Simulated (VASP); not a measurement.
# HfSi3W (C222) in VASP: relaxation of cell and atoms with PBE

Aim: the relaxation of cell and atoms of HfSi3W with PBE.

Everything below comes from runs of VASP 6.6.1. Logs are shortened: lines on timing, memory, paths and dates and some standing lists are left out, and cuts for length are marked.

## (1) The cell of the first run

It takes space group C222 (No. 21, orthorhombic). The conventional cell has a = 4.801 Å, b = 5.625 Å, c = 7.065 Å, α = 90.00°, β = 90.00°, γ = 90.00°. Within 3.2 Å of Hf (site symmetry 222) lie 4 W at 2.40 to 2.81 Å and 4 Si at 2.84 Å. Si (site symmetry 222) has 4 Si at 2.30 Å within 3.0 Å. Within 3.0 Å of Si (site symmetry 2) lie 2 Si at 2.30 Å and 2 Hf at 2.84 Å and 2 W at 2.84 Å. W (site symmetry 222) has 4 Hf at 2.40 to 2.81 Å and 4 Si at 2.84 Å within 3.2 Å.

The cell was generated, and may not be a known phase.

## (2) Relaxation of cell and atoms, PBE

Contents of INCAR:

```
SYSTEM = HfSi3W
ALGO     = Normal         ! electronic algorithm
EDIFF    = 1E-7           ! SCF threshold, eV
EDIFFG   = -0.08          ! ionic threshold
ENCUT    = 500            ! plane-wave cutoff, eV
GGA      = PE             ! functional
GGA_COMPAT= .False.      
IBRION   = 2              ! ionic algorithm
ISIF     = 3              ! what is computed and relaxed
ISMEAR   = 0              ! smearing method
LASPH    = .True.         ! aspherical terms in the spheres
LCHARG   = .False.        ! write CHGCAR
LREAL    = .False.        ! projectors in reciprocal space
LWAVE    = .False.        ! write WAVECAR
NELM     = 120            ! most SCF steps
NELMIN   = 4            
NSW      = 36             ! ionic steps
PREC     = Accurate       ! precision mode
SIGMA    = 0.2            ! smearing width, eV
```

Contents of KPOINTS:

```
k-points
0
Gamma
  5 5 3
  0 0 0
```

Contents of POSCAR:

```
HfSi3W
1.0
    2.4004564700     -2.8123630000      0.0000000000
    2.4004564700      2.8123630000      0.0000000000
    0.0000000000      0.0000000000      7.0645914400
Hf Si W
1 3 1
Direct
    0.5000000000      0.5000000000      0.0000000000
    0.5000000000      0.5000000000      0.5000000000
    0.0000000000      0.5000000000      0.6945543200
    0.5000000000      0.0000000000      0.3054456800
    0.0000000000      0.0000000000      0.0000000000
```

Potentials or basis: VASP PAW PBE potentials, release 64 (Hf_pv, Si, W_sv).

Command:

```bash
> cat potpaw_PBE.64/Hf_pv/POTCAR potpaw_PBE.64/Si/POTCAR potpaw_PBE.64/W_sv/POTCAR > POTCAR
> mpirun -np 1 vasp_std > vasp.out
```

OUTCAR:

```text
SYSTEM = HfSi3W
   EDIFF = 1E-7
   EDIFFG = -0.08
   ENCUT = 500
   GGA = PE
   IBRION = 2
   ISIF = 3
   ISMEAR = 0
   LASPH = .True.
   LREAL = .False.
   NELM = 120
   NELMIN = 4
   NSW = 36
   PREC = Accurate

 ion  position               nearest neighbor table
   1  0.500  0.500  0.000-   5 2.40   5 2.40   5 2.81   5 2.81   4 2.84   3 2.84   3 2.84   4 2.84

   2  0.500  0.500  0.500-   3 2.30   4 2.30   4 2.30   3 2.30
   3  0.000  0.500  0.695-   2 2.30   2 2.30   5 2.84   5 2.84   1 2.84   1 2.84
   4  0.500  0.000  0.305-   2 2.30   2 2.30   5 2.84   1 2.84   1 2.84   5 2.84
   5  0.000  0.000  0.000-   1 2.40   1 2.40   1 2.81   1 2.81   3 2.84   4 2.84   4 2.84   3 2.84

  LATTYP: Found a base centered orthorhombic cell.
 ALAT       =     4.8009129400
 B/A-ratio  =     1.1715950842
 C/A-ratio  =     1.4715100083

  Lattice vectors:

 A1 = (   2.4004564700,  -2.8123630000,   0.0000000000)
 A2 = (   2.4004564700,   2.8123630000,   0.0000000000)
 A3 = (   0.0000000000,   0.0000000000,   7.0645914400)

Analysis of symmetry for initial positions (statically):
=====================================================================
 Subroutine PRICEL returns:
 Original cell was already a primitive cell.

 Routine SETGRP: Setting up the symmetry group for a
 base centered orthorhombic supercell.

 Subroutine GETGRP returns: Found  4 space group operations
 (whereof  4 operations were pure point group operations)
 out of a pool of  8 trial point group operations.

The static configuration has the point symmetry D_2 .

Analysis of symmetry for dynamics (positions and initial velocities):
=====================================================================
 Subroutine PRICEL returns:
 Original cell was already a primitive cell.

 Routine SETGRP: Setting up the symmetry group for a
 base centered orthorhombic supercell.

 Subroutine GETGRP returns: Found  4 space group operations
 (whereof  4 operations were pure point group operations)
 out of a pool of  8 trial point group operations.

The dynamic configuration has the point symmetry D_2 .

 Subroutine INISYM returns: Found  4 space group operations
 (whereof  4 operations are pure point group operations),
 and found     1 'primitive' translations

----------------------------------------------------------------------------------------

                                     Primitive cell

  volume of cell :      95.3855

  direct lattice vectors                    reciprocal lattice vectors
     2.400456470 -2.812363000  0.000000000     0.208293717 -0.177786438  0.000000000
     2.400456470  2.812363000  0.000000000     0.208293717  0.177786438  0.000000000
     0.000000000  0.000000000  7.064591440     0.000000000  0.000000000  0.141551002

  length of vectors
     3.697509555  3.697509555  7.064591440     0.273850853  0.273850853  0.141551002

  position of ions in fractional coordinates (direct lattice)
     0.500000000  0.500000000  0.000000000
     0.500000000  0.500000000  0.500000000
     1.000000000  0.500000000  0.694554320
     0.500000000  1.000000000  0.305445680
     0.000000000  0.000000000  0.000000000

  ion indices of the primitive-cell ions
   primitive index   ion index
                 1           1
                 2           2
                 3           3
                 4           4
                 5           5

----------------------------------------------------------------------------------------

 KPOINTS: k-points

Automatic generation of k-mesh.
 Grid dimensions read from file:
 generate k-points for:    5    5    3

 Generating k-lattice:

  Cartesian coordinates                     Fractional coordinates (reciprocal lattice)
     0.041658743 -0.035557288  0.000000000     0.200000000 -0.000000000  0.000000000
     0.041658743  0.035557288  0.000000000    -0.000000000  0.200000000  0.000000000
     0.000000000  0.000000000  0.047183667     0.000000000  0.000000000  0.333333333

  Length of vectors
     0.054770171  0.054770171  0.047183667

  Shift w.r.t. Gamma in fractional coordinates (k-lattice)
     0.000000000  0.000000000  0.000000000

 Subroutine IBZKPT returns following result:
 ===========================================

 Found     18 irreducible k-points:

 Following reciprocal coordinates:
            Coordinates               Weight
  0.000000  0.000000  0.000000      1.000000
  0.200000  0.000000  0.000000      4.000000
  0.400000  0.000000  0.000000      4.000000
  0.200000  0.200000  0.000000      2.000000
  0.400000  0.200000  0.000000      4.000000
 -0.400000  0.200000  0.000000      4.000000
[... 10 lines left out ...]
  0.400000  0.400000  0.333333      4.000000
 -0.400000  0.400000  0.333333      4.000000
   k-points           NKPTS =     18   k-points in BZ     NKDIM =     18   number of bands    NBANDS=     22
   number of dos      NEDOS =    301   number of ions     NIONS =      5
   total plane-waves  NPLWV =  42336
   dimension x,y,z NGX =    28 NGY =   28 NGZ =   54
   dimension x,y,z NGXF=    56 NGYF=   56 NGZF=  108
   ions per type =               1   3   1
   NGX,Y,Z   is equivalent  to a cutoff of  12.59, 12.59, 12.71 a.u.
   NGXF,Y,Z  is equivalent  to a cutoff of  25.18, 25.18, 25.41 a.u.
 SYSTEM =  HfSi3W
   PREC   = accura    normal or accurate (medium, high low for compatibility)
   ISTART =      0    job   : 0-new  1-cont  2-samecut
   ICHARG =      2    charge: 1-file 2-atom 10-const
   ISPIN  =      1    spin polarized calculation?
   LNONCOLLINEAR =      F non collinear calculations
   LSORBIT =      F    spin-orbit coupling
   LASPH  =      T    aspherical Exc in radial PAW
   ENCUT  =  500.0 eV  36.75 Ry    6.06 a.u.   6.74  6.74 12.88*2*pi/ulx,y,z
   NELM   =    120;   NELMIN=  4; NELMDL= -5     # of ELM steps
   EDIFF  = 0.1E-06   stopping-criterion for ELM
   LREAL  =      F    real-space projection
   EDIFFG = -.8E-01   stopping-criterion for IOM
   NSW    =     36    number of steps for IOM
   IBRION =      2    ionic relax: 0-MD 1-quasi-New 2-CG
   NFREE  =      1    steps in history (QN), initial steepest desc. (CG)
   ISIF   =      3    stress and relaxation
   ISYM   =      2    0-nonsym 1-usesym 2-fastsym
   POTIM  = 0.5000    time-step for ionic-motion
   TEBEG  =    0.0;   TEEND  =   0.0 temperature during run
   PSTRESS=    0.0 pullay stress
   NELECT =      36.0000    total number of electrons
   NUPDOWN=      -1.0000    fix difference up-down
   EMIN   =  10.00;   EMAX   =-10.00  energy-range for DOS
   EFERMI =   0.00;   METHOD = LEGACY
   ISMEAR =     0;   SIGMA  =   0.20  broadening in eV -4-tet -1-fermi 0-gaus
   EFERMI_NEDOS =   21; number of points for ismear=-14 and -15
   IALGO  =     38    algorithm
   IMIX   =      4    mixing-type and parameters
     AMIX     =   0.40;   BMIX     =  1.00
     AMIX_MAG =   1.60;   BMIX_MAG =  1.00
  volume/ion in A,a.u.               =      19.08       128.74
  Fermi-wavevector in a.u.,A,eV,Ry     =   1.183082  2.235701 19.043849  1.399683
  Thomas-Fermi vector in A             =   2.319324
   LORBIT       =      0    0 simple, 1 ext, 2 COOP (PROOUT), +10 PAW based schemes
   GGA     = PE    functional components
   LHFCALC =     F    Hartree Fock is set to
   AEXX    =    0.0000 exact exchange contribution
   IVDW    =     0    specifies the selected vdW correction
   LEPSILON=     F    determine dielectric tensor
   LRPA    =     F    only Hartree local field effects (RPA)
 conjugate gradient relaxation of ions
 non-spin polarized calculation
 Gauss-broadening in eV      SIGMA  =   0.20
  energy-cutoff  :      500.00
  volume of cell :       95.39
 maximum number of plane-waves:      2432
   NGX = 13   NGY = 13   NGZ = 25

--------------------------------------- Ionic step        1  -------------------------------------------

 number of electron      36.0000000 magnetization

 Free energy of the ion-electron system (eV)
  ---------------------------------------------------
  ext. energy  EPLUGINS =         0.00000000
  ---------------------------------------------------
  free energy    TOTEN  =       -36.07280899 eV

  energy without entropy =      -36.04026489  energy(sigma->0) =      -36.05653694

------------------------ aborting loop because EDIFF is reached ----------------------------------------

  FORCE on cell =-STRESS in cart. coord.  units (eV):
  Direction    XX          YY          ZZ          XY          YZ          ZX
  --------------------------------------------------------------------------------------
  -------------------------------------------------------------------------------------
  Total       17.3152402      0.7514819     -5.6772285      0.0000000      0.0000000      0.0000000
  in kB      290.8418147     12.6225427    -95.3596608      0.0000000      0.0000000      0.0000000
  external PRESSURE =      69.3682322 kB  Pullay stress =       0.0000000 kB

 VOLUME and BASIS-vectors are now :
 -----------------------------------------------------------------------------
  energy-cutoff  :      500.00
  volume of cell :       95.39
      direct lattice vectors                 reciprocal lattice vectors
     2.400456470 -2.812363000  0.000000000     0.208293717 -0.177786438  0.000000000
     2.400456470  2.812363000  0.000000000     0.208293717  0.177786438  0.000000000
     0.000000000  0.000000000  7.064591440     0.000000000  0.000000000  0.141551002
[... 196 lines left out ...]
 POSITION                                       TOTAL-FORCE (eV/Angst)
 -----------------------------------------------------------------------------------
      2.76615      0.00000      0.00000         0.000000      0.000000      0.000000
      2.76615      0.00000      3.18708         0.000000      0.000000      0.000000
      1.38308      1.38709      4.54438        -0.000000      0.000000      0.092209
      4.14923      1.38709      1.82979         0.000000      0.000000     -0.092209
      2.76615     -2.77418      0.00000         0.000000      0.000000      0.000000
 -----------------------------------------------------------------------------------
    total drift:                                0.000000     -0.000000     -0.000000

  FREE ENERGIE OF THE ION-ELECTRON SYSTEM (eV)
  ---------------------------------------------------
  free  energy   TOTEN  =       -37.5372986671 eV

  energy  without entropy=      -37.4657059237  energy(sigma->0) =      -37.50150230

--------------------------------------- Ionic step        7  -------------------------------------------

 number of electron      35.9999993 magnetization

 Free energy of the ion-electron system (eV)
  ---------------------------------------------------
  ext. energy  EPLUGINS =         0.00000000
  ---------------------------------------------------
  free energy    TOTEN  =       -37.53840042 eV

  energy without entropy =      -37.46547643  energy(sigma->0) =      -37.50193843

 E-fermi :   6.0480     XC(G=0): -10.5499

 val. band max:        6.0395464901   @ k =  -0.4000   0.4000   0.0000
 cond. band min:       6.0511878515   @ k =   0.4000   0.4000   0.0000
 fundamental gap:      0.0116413614
 Fermi energy:         6.0479990712

 k-point     1 :       0.0000    0.0000    0.0000
  band No.  band energies     occupation
      1     -67.0287      2.00000
      2     -31.2988      2.00000
      3     -31.2987      2.00000
      4     -31.2671      2.00000
      5     -24.2602      2.00000
      6     -23.9376      2.00000
[... 14 lines left out ...]
     21       8.8700      0.00000
     22       8.8839      0.00000
[... 445 lines left out ...]
 POSITION                                       TOTAL-FORCE (eV/Angst)
 -----------------------------------------------------------------------------------
      2.77668      0.00000      6.35798         0.000000      0.000000      0.000000
      2.77668      0.00000      3.17899         0.000000      0.000000      0.000000
      1.38834      1.38979      4.53923        -0.000000      0.000000      0.036314
      1.38834     -1.38979      1.81876         0.000000      0.000000     -0.036314
      0.00000      0.00000      6.35798         0.000000      0.000000      0.000000
 -----------------------------------------------------------------------------------
    total drift:                               -0.000000     -0.000000      0.000000

  FREE ENERGIE OF THE ION-ELECTRON SYSTEM (eV)
  ---------------------------------------------------
  free  energy   TOTEN  =       -37.5384004226 eV

  energy  without entropy=      -37.4654764335  energy(sigma->0) =      -37.50193843

 reached required accuracy - stopping structural energy minimisation
```

Run time: 5.9 min. Hardware: 1 thread of Intel Xeon 8259CL, shared host; peak memory 0.23 GiB.

What came out:

| Item | Value |
| --- | --- |
| Free energy | -37.5384 eV |
| Relaxed volume | 19.63 Å³/atom |
| Relaxed cell | a = 3.929 Å, b = 3.929 Å, c = 6.358 Å, α = 90.00°, β = 90.00°, γ = 90.06° |
| Space group after relaxing (to 0.1 Å) | P-4m2 (No. 115) |
| Energy gained by relaxing | 293.1 meV/atom |
| Ionic steps | 7 |
| Pressure after relaxing | -0.1 GPa |
| Largest force after relaxing | 0.036 eV/Å |
| Band gap on the k mesh | zero (bands 18 and 19 overlap by 0.41 eV) |

Forces on the atoms (eV/Å):
```
Hf   0.000  0.000  0.000
Si   0.000  0.000  0.000
Si   0.000  0.000  0.036
Si   0.000  0.000 -0.036
W    0.000  0.000  0.000
```

The path:
| step | energy change (eV) | largest force (eV/Å) | pressure (GPa) | volume (Å³) |
| --- | --- | --- | --- | --- |
| 1 | 0.0000 | 1.7003 | 6.94 | 95.39 |
| 2 | -1.1868 | 0.8902 | -8.15 | 105.99 |
| 3 | -1.2039 | 0.9586 | -6.49 | 104.16 |
| 4 | -1.4102 | 0.0995 | 4.91 | 94.36 |
| 5 | -1.4482 | 0.2620 | 1.18 | 96.96 |
| 6 | -1.4645 | 0.0922 | 0.25 | 97.83 |
| 7 | -1.4656 | 0.0363 | -0.05 | 98.14 |

Final structure:
```xyz
5
Lattice="2.7767 -2.7796 0.0000 2.7767 2.7796 0.0000 0.0000 0.0000 6.3580" Properties=species:S:1:pos:R:3 pbc="T T T"
Hf    2.7767    0.0000    6.3580
Si    2.7767    0.0000    3.1790
Si    1.3883    1.3898    4.5392
Si    1.3883   -1.3898    1.8188
W     0.0000    0.0000    6.3580
```

Levels at points of the mesh, in eV from the Fermi level:
| k point | band 16 | band 17 | band 18 | band 19 | band 20 | band 21 |
| --- | --- | --- | --- | --- | --- | --- |
| (0.00, 0.00, 0.00) | -1.81 | -1.25 | 0.21 | 0.70 | 2.22 | 2.82 |

Caveat: spin-orbit coupling is left out, which moves the levels of the heavy elements; the relaxation stopped at a loose force limit of 0.08 eV/Å, so its end isn't a converged minimum.
